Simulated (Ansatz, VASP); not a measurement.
**HC6 in VASP and in Ansatz**

File INCAR:

```
SYSTEM = HC6
PREC = Accurate ; ENCUT = 520
EDIFF = 1E-6 ; ISMEAR = 0
SIGMA = 0.1 ; LREAL = .FALSE.
LASPH = .TRUE. ; NELM = 80
ALGO = Normal ; ISIF = 2
LWAVE = .FALSE. ; LCHARG = .FALSE.
LDIPOL = .TRUE. ; IDIPOL = 3
DIPOL = 0.5 0.5 0.305 ; NBANDS = 38
```

Contents of KPOINTS:

```
Automatic mesh
0
G
  6 3 1
  0 0 0
```

POSCAR

```
HC6
1.0
    4.8889075235      0.0000000000      0.0000000000
   -1.2222268809      8.7842777898      0.0000000000
    0.0000000000      0.0000000000     22.7472999250
C H
12 2
Direct
    0.0193593843      0.0774375370      0.1758450459
    0.5193593842      0.0774375370      0.1758450459
    0.2741992303      0.0967969212      0.2059521363
    0.7741992303      0.0967969212      0.2059521363
    0.2838789224      0.1355156897      0.2661663168
    0.7838789224      0.1355156897      0.2661663168
    0.0386178296      0.1544718076      0.2954947895
    0.5386178296      0.1544718076      0.2954947895
    0.0488209147      0.1952857701      0.3583563417
    0.5488209147      0.1952857701      0.3583563417
    0.3031079910      0.2124325380      0.3845423393
    0.8031079910      0.2124325380      0.3845423393
    0.0488209147      0.1530031838      0.4465277179
    0.0488209147      0.2375683564      0.4465277179
```

Input for Ansatz:

```yaml
crystal:
  lattice:
    - [4.8889075235, 0.0, 0.0]
    - [-1.2222268809, 8.7842777898, 0.0]
    - [0.0, 0.0, 22.747299925]
  atoms:
    - { symbol: C, position: [0.0193593843, 0.077437537, 0.1758450459] }
    - { symbol: C, position: [0.5193593842, 0.077437537, 0.1758450459] }
    - { symbol: C, position: [0.2741992303, 0.0967969212, 0.2059521363] }
    - { symbol: C, position: [0.7741992303, 0.0967969212, 0.2059521363] }
    - { symbol: C, position: [0.2838789224, 0.1355156897, 0.2661663168] }
    - { symbol: C, position: [0.7838789224, 0.1355156897, 0.2661663168] }
    - { symbol: C, position: [0.0386178296, 0.1544718076, 0.2954947895] }
    - { symbol: C, position: [0.5386178296, 0.1544718076, 0.2954947895] }
    - { symbol: C, position: [0.0488209147, 0.1952857701, 0.3583563417] }
    - { symbol: C, position: [0.5488209147, 0.1952857701, 0.3583563417] }
    - { symbol: C, position: [0.303107991, 0.212432538, 0.3845423393] }
    - { symbol: C, position: [0.803107991, 0.212432538, 0.3845423393] }
    - { symbol: H, position: [0.0488209147, 0.1530031838, 0.4465277179] }
    - { symbol: H, position: [0.0488209147, 0.2375683564, 0.4465277179] }
basis:
  ecutwfc: 420
kpoints:
  mp_grid: { grid: [6, 3, 1] }
hamiltonian:
  xc: lda
  pseudopotentials: { kind: paw, azcp: { folder: soft_1 } }
scf:
  occupations: { method: gaussian, width: 0.1 }
output:
  forces: true
  eigenvalues: true
efield:
  axis: 3
  dipole_correction: true
  ramp_width: 0.04
```

Alike in both runs: task single point; functional LDA; k mesh 6 × 3 × 1; occupations gaussian, width 0.1 eV; no spin polarisation.

|  | VASP | Ansatz |
| --- | --- | --- |
| version | VASP 6.6.1 | Ansatz 0.2.0 |
| potentials or method | VASP PAW LDA potentials, release 64 (C, H), cutoff 520 eV | scalar-relativistic, plane waves, PAW |
| valence electrons in the cell | 50 | 50 |

```csv
,VASP,Ansatz,Ansatz less VASP
gap on the k mesh at the Fermi level (eV),0.04,0.03,-0.001
least direct gap on the mesh (eV),0.04,0.03,0.000
rms of the force components (eV/Å),1.001,1.010,+0.0082
```

Ansatz warns that its potentials were made for another functional, while VASP's fit it. LDA's correlation is that of Perdew and Zunger in VASP and of Perdew and Wang (1992) in Ansatz. Atom by atom the forces differ by 0.025 eV/Å (rms over components).
